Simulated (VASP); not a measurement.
# Be4S4H16 in VASP: single point with PBE

Aim: the single point of Be4S4H16 with PBE.

Everything below comes from runs of VASP 6.6.1. Logs are shortened: lines on timing, memory, paths and dates and some standing lists are left out, and cuts for length are marked.

## Step 1: The cell of the first run

The cell holds a cluster in a box, 24 atoms: a = 13.200 Å, b = 14.700 Å, c = 15.000 Å, α = 90.00°, β = 90.00°, γ = 90.00°.

## Step 2: Single point, PBE

File INCAR:

```
SYSTEM = BeH4S
PREC = Accurate ; ENCUT = 520
EDIFF = 1E-7 ; ISMEAR = 0
SIGMA = 0.05 ; LREAL = Auto
LASPH = .TRUE. ; NELM = 60
ALGO = Normal ; ISIF = 2
LWAVE = .FALSE. ; LCHARG = .FALSE.
GGA = PE ; NBANDS = 42
```

File KPOINTS:

```
Automatic mesh
0
G
  1 1 1
  0 0 0
```

File POSCAR:

```
BeH4S
1.0
   13.2000000000      0.0000000000      0.0000000000
    0.0000000000     14.7000000000      0.0000000000
    0.0000000000      0.0000000000     15.0000000000
Be S H
4 4 16
Direct
    0.4342681581      0.4106777233      0.3402734231
    0.4260500052      0.4104553884      0.6400638474
    0.4282543988      0.5518841081      0.5806790664
    0.6538443200      0.4198644802      0.5010025255
    0.5692589533      0.4817056311      0.5967991035
    0.5452148491      0.3349485939      0.4319987797
    0.5266708460      0.6912430159      0.3917867162
    0.3714117052      0.5001369076      0.4470132981
    0.5203551790      0.4577838604      0.3143159967
    0.3611571629      0.3570258482      0.3046989802
    0.4247890473      0.3651441300      0.7191748623
    0.3665728709      0.4968498962      0.6379331063
    0.4252509756      0.3714927354      0.5523964673
    0.6297853189      0.5381814917      0.6442094218
    0.4267248281      0.6444810116      0.5809165434
    0.5380248846      0.2601973901      0.4851597057
    0.6081024659      0.2955770262      0.3710908382
    0.5365961548      0.7465347991      0.3201854753
    0.4965210136      0.7597495712      0.4456087974
    0.6452572191      0.4982915364      0.4111518043
    0.7013604392      0.4856138711      0.4216983392
    0.7494797610      0.3881964022      0.5098532526
    0.2791890813      0.4660124709      0.4677185606
    0.3358603623      0.5704176362      0.3966873036
```

Potentials or basis: VASP PAW PBE potentials, release 64 (Be, S, H).

On the command line:

```console
$ cat potpaw_PBE.64/Be/POTCAR potpaw_PBE.64/S/POTCAR potpaw_PBE.64/H/POTCAR > POTCAR
$ mpirun -np 1 vasp_gam > vasp.out
```

OUTCAR:

```text
SYSTEM = BeH4S
   PREC = Accurate
   ENCUT = 520
   EDIFF = 1E-7
   ISMEAR = 0
   LREAL = Auto
   LASPH = .TRUE.
   NELM = 60
   ISIF = 2
   GGA = PE

 ion  position               nearest neighbor table
   1  0.434  0.411  0.340-  10 1.36   9 1.39   8 2.23   6 2.30
   2  0.426  0.410  0.640-  11 1.36  13 1.43  12 1.49   5 2.26   3 2.26
   3  0.428  0.552  0.581-  15 1.36  12 1.43   5 2.14   2 2.26   8 2.27
   4  0.654  0.420  0.501-  22 1.35   5 2.03   6 2.16
   5  0.569  0.482  0.597-  14 1.35   4 2.03   3 2.14   2 2.26
   6  0.545  0.335  0.432-  16 1.36  17 1.36   4 2.16   1 2.30
   7  0.527  0.691  0.392-  19 1.35  18 1.35
   8  0.371  0.500  0.447-  23 1.35  24 1.36   1 2.23   3 2.27
   9  0.520  0.458  0.314-   1 1.39
  10  0.361  0.357  0.305-   1 1.36
  11  0.425  0.365  0.719-   2 1.36
  12  0.367  0.497  0.638-   3 1.43   2 1.49
  13  0.425  0.371  0.552-   2 1.43
  14  0.630  0.538  0.644-   5 1.35
  15  0.427  0.644  0.581-   3 1.36
  16  0.538  0.260  0.485-   6 1.36
  17  0.608  0.296  0.371-   6 1.36
  18  0.537  0.747  0.320-   7 1.35
  19  0.497  0.760  0.446-   7 1.35
  20  0.645  0.498  0.411-  21 0.78
  21  0.701  0.486  0.422-  20 0.78
  22  0.749  0.388  0.510-   4 1.35
  23  0.279  0.466  0.468-   8 1.35
  24  0.336  0.570  0.397-   8 1.36

  LATTYP: Found a simple orthorhombic cell.
 ALAT       =    13.2000000000
 B/A-ratio  =     1.1136363636
 C/A-ratio  =     1.1363636364

  Lattice vectors:

 A1 = (  13.2000000000,   0.0000000000,   0.0000000000)
 A2 = (   0.0000000000,  14.7000000000,   0.0000000000)
 A3 = (   0.0000000000,   0.0000000000,  15.0000000000)

Analysis of symmetry for initial positions (statically):
=====================================================================
 Subroutine PRICEL returns:
 Original cell was already a primitive cell.

 Routine SETGRP: Setting up the symmetry group for a
 simple orthorhombic supercell.

 Subroutine GETGRP returns: Found  1 space group operations
 (whereof  1 operations were pure point group operations)
 out of a pool of  8 trial point group operations.

The static configuration has the point symmetry C_1 .

Analysis of symmetry for dynamics (positions and initial velocities):
=====================================================================
 Subroutine PRICEL returns:
 Original cell was already a primitive cell.

 Routine SETGRP: Setting up the symmetry group for a
 simple orthorhombic supercell.

 Subroutine GETGRP returns: Found  1 space group operations
 (whereof  1 operations were pure point group operations)
 out of a pool of  8 trial point group operations.

The dynamic configuration has the point symmetry C_1 .

 Subroutine INISYM returns: Found  1 space group operations
 (whereof  1 operations are pure point group operations),
 and found     1 'primitive' translations

----------------------------------------------------------------------------------------

                                     Primitive cell

  volume of cell :    2910.6000

  direct lattice vectors                    reciprocal lattice vectors
    13.200000000  0.000000000  0.000000000     0.075757576  0.000000000  0.000000000
     0.000000000 14.700000000  0.000000000     0.000000000  0.068027211  0.000000000
     0.000000000  0.000000000 15.000000000     0.000000000  0.000000000  0.066666667

  length of vectors
    13.200000000 14.700000000 15.000000000     0.075757576  0.068027211  0.066666667

  position of ions in fractional coordinates (direct lattice)
     0.434268158  0.410677723  0.340273423
     0.426050005  0.410455388  0.640063847
     0.428254399  0.551884108  0.580679066
     0.653844320  0.419864480  0.501002525
     0.569258953  0.481705631  0.596799103
     0.545214849  0.334948594  0.431998780
[... 16 lines left out ...]
     0.279189081  0.466012471  0.467718561
     0.335860362  0.570417636  0.396687304

  ion indices of the primitive-cell ions
   primitive index   ion index
                 1           1
                 2           2
                 3           3
                 4           4
                 5           5
                 6           6
[... 16 lines left out ...]
                23          23
                24          24

----------------------------------------------------------------------------------------

 KPOINTS: Automatic mesh

Automatic generation of k-mesh.
 Grid dimensions read from file:
 generate k-points for:    1    1    1

 Generating k-lattice:

  Cartesian coordinates                     Fractional coordinates (reciprocal lattice)
     0.075757576  0.000000000  0.000000000     1.000000000  0.000000000  0.000000000
     0.000000000  0.068027211  0.000000000     0.000000000  1.000000000  0.000000000
     0.000000000  0.000000000  0.066666667     0.000000000  0.000000000  1.000000000

  Length of vectors
     0.075757576  0.068027211  0.066666667

  Shift w.r.t. Gamma in fractional coordinates (k-lattice)
     0.000000000  0.000000000  0.000000000

 Subroutine IBZKPT returns following result:
 ===========================================

 Found      1 irreducible k-points:

 Following reciprocal coordinates:
            Coordinates               Weight
  0.000000  0.000000  0.000000      1.000000
   k-points           NKPTS =      1   k-points in BZ     NKDIM =      1   number of bands    NBANDS=     42
   number of dos      NEDOS =    301   number of ions     NIONS =     24
   total plane-waves  NPLWV = ******
   dimension x,y,z NGX =    98 NGY =  112 NGZ =  112
   dimension x,y,z NGXF=   196 NGYF=  224 NGZF=  224
   ions per type =               4   4  16
   NGX,Y,Z   is equivalent  to a cutoff of  12.34, 12.67, 12.41 a.u.
   NGXF,Y,Z  is equivalent  to a cutoff of  24.69, 25.33, 24.83 a.u.
 SYSTEM =  BeH4S
   PREC   = accura    normal or accurate (medium, high low for compatibility)
   ISTART =      0    job   : 0-new  1-cont  2-samecut
   ICHARG =      2    charge: 1-file 2-atom 10-const
   ISPIN  =      1    spin polarized calculation?
   LNONCOLLINEAR =      F non collinear calculations
   LSORBIT =      F    spin-orbit coupling
   LASPH  =      T    aspherical Exc in radial PAW
   ENCUT  =  520.0 eV  38.22 Ry    6.18 a.u.  24.54 27.33 27.89*2*pi/ulx,y,z
   NELM   =     60;   NELMIN=  2; NELMDL= -5     # of ELM steps
   EDIFF  = 0.1E-06   stopping-criterion for ELM
   LREAL  =      T    real-space projection
   EDIFFG = 0.1E-05   stopping-criterion for IOM
   NSW    =      0    number of steps for IOM
   IBRION =     -1    ionic relax: 0-MD 1-quasi-New 2-CG
   NFREE  =      0    steps in history (QN), initial steepest desc. (CG)
   ISIF   =      2    stress and relaxation
   ISYM   =      2    0-nonsym 1-usesym 2-fastsym
   POTIM  = 0.5000    time-step for ionic-motion
   TEBEG  =    0.0;   TEEND  =   0.0 temperature during run
   PSTRESS=    0.0 pullay stress
   NELECT =      48.0000    total number of electrons
   NUPDOWN=      -1.0000    fix difference up-down
   EMIN   =  10.00;   EMAX   =-10.00  energy-range for DOS
   EFERMI =   0.00;   METHOD = LEGACY
   ISMEAR =     0;   SIGMA  =   0.05  broadening in eV -4-tet -1-fermi 0-gaus
   EFERMI_NEDOS =   21; number of points for ismear=-14 and -15
   IALGO  =     38    algorithm
   IMIX   =      4    mixing-type and parameters
     AMIX     =   0.40;   BMIX     =  1.00
     AMIX_MAG =   1.60;   BMIX_MAG =  1.00
  volume/ion in A,a.u.               =     121.27       818.40
  Fermi-wavevector in a.u.,A,eV,Ry     =   0.416704  0.787456  2.362547  0.173642
  Thomas-Fermi vector in A             =   1.376473
   LORBIT       =      0    0 simple, 1 ext, 2 COOP (PROOUT), +10 PAW based schemes
   GGA     = PE    functional components
   LHFCALC =     F    Hartree Fock is set to
   AEXX    =    0.0000 exact exchange contribution
   IVDW    =     0    specifies the selected vdW correction
   LEPSILON=     F    determine dielectric tensor
   LRPA    =     F    only Hartree local field effects (RPA)
 non-spin polarized calculation
 Gauss-broadening in eV      SIGMA  =   0.05
  energy-cutoff  :      520.00
  volume of cell :     2910.60
 maximum number of plane-waves:     39165
 NGX is ok and might be reduce to    98
   NGX = 49   NGY = 55   NGZ = 55

 number of electron      48.0000002 magnetization

 Free energy of the ion-electron system (eV)
  ---------------------------------------------------
  ext. energy  EPLUGINS =         0.00000000
  ---------------------------------------------------
  free energy    TOTEN  =       -83.91513499 eV

  energy without entropy =      -83.91513499  energy(sigma->0) =      -83.91513499

 E-fermi :  -5.0665     XC(G=0):  -1.2165

 val. band max:       -5.3104058665   @ k =   0.0000   0.0000   0.0000
 cond. band min:      -1.6463271661   @ k =   0.0000   0.0000   0.0000
 fundamental gap:      3.6640787004
 Fermi energy:        -5.0664900220

 k-point     1 :       0.0000    0.0000    0.0000
  band No.  band energies     occupation
      1     -20.3361      2.00000
      2     -20.0105      2.00000
      3     -18.5066      2.00000
      4     -18.3317      2.00000
      5     -13.1418      2.00000
      6     -12.4579      2.00000
[... 28 lines left out ...]
     35       0.0765      0.00000
     36       0.2041      0.00000
 [bands above 36 left out]

------------------------ aborting loop because EDIFF is reached ----------------------------------------

  FORCE on cell =-STRESS in cart. coord.  units (eV):
  Direction    XX          YY          ZZ          XY          YZ          ZX
  --------------------------------------------------------------------------------------
  -------------------------------------------------------------------------------------
  Total       -0.3185555     -0.4140240     -0.3982748     -0.0375877      0.0375773      0.0691802
  in kB       -0.1753530     -0.2279048     -0.2192355     -0.0206906      0.0206849      0.0380811
  external PRESSURE =      -0.2074978 kB  Pullay stress =       0.0000000 kB

 VOLUME and BASIS-vectors are now :
 -----------------------------------------------------------------------------
  energy-cutoff  :      520.00
  volume of cell :     2910.60
      direct lattice vectors                 reciprocal lattice vectors
    13.200000000  0.000000000  0.000000000     0.075757576  0.000000000  0.000000000
     0.000000000 14.700000000  0.000000000     0.000000000  0.068027211  0.000000000
     0.000000000  0.000000000 15.000000000     0.000000000  0.000000000  0.066666667

 POSITION                                       TOTAL-FORCE (eV/Angst)
 -----------------------------------------------------------------------------------
      5.73234      6.03696      5.10410        -0.011640      0.002643     -0.026573
      5.62386      6.03369      9.60096        -0.008862     -0.005274      0.003403
      5.65296      8.11270      8.71019        -0.011883      0.003806      0.019871
      8.63075      6.17201      7.51504         0.002329      0.005858      0.008677
      7.51422      7.08107      8.95199         0.052903      0.028734      0.026737
      7.19684      4.92374      6.47998         0.037855     -0.099362      0.002701
[... 16 lines left out ...]
      3.68530      6.85038      7.01578         0.063681      0.027471     -0.015100
      4.43336      8.38514      5.95031         0.025771     -0.047902      0.032154
 -----------------------------------------------------------------------------------
    total drift:                                0.003381     -0.000036      0.000451

  FREE ENERGIE OF THE ION-ELECTRON SYSTEM (eV)
  ---------------------------------------------------
  free  energy   TOTEN  =       -83.9151349890 eV

  energy  without entropy=      -83.9151349890  energy(sigma->0) =      -83.91513499
```

It took 4.9 min on 1 thread of Intel Xeon 6975P-C (Granite Rapids), shared host; peak memory 1.8 GiB.

Results:

```
Free energy                     : -83.9151 eV
Largest force                   : 0.130 eV/Å
Gap between the frontier levels : 3.66 eV
```

Forces in eV/Å, atoms in the order of the input:
```
Be  -0.012  0.003 -0.027
Be  -0.009 -0.005  0.003
Be  -0.012  0.004  0.020
Be   0.002  0.006  0.009
S    0.053  0.029  0.027
S    0.038 -0.099  0.003
S   -0.015  0.128 -0.016
S   -0.098  0.020 -0.022
H    0.002  0.000  0.003
H    0.002  0.000  0.005
H    0.004  0.002  0.002
H   -0.001  0.007 -0.001
H    0.005  0.000 -0.004
H   -0.036 -0.038 -0.034
H    0.002  0.003 -0.004
H    0.007  0.057 -0.037
H   -0.039  0.027  0.044
H   -0.011 -0.051  0.064
H    0.022 -0.068 -0.048
H   -0.007 -0.002  0.001
H    0.009  0.006 -0.008
H    0.004 -0.006  0.003
H    0.064  0.027 -0.015
H    0.026 -0.048  0.032
```
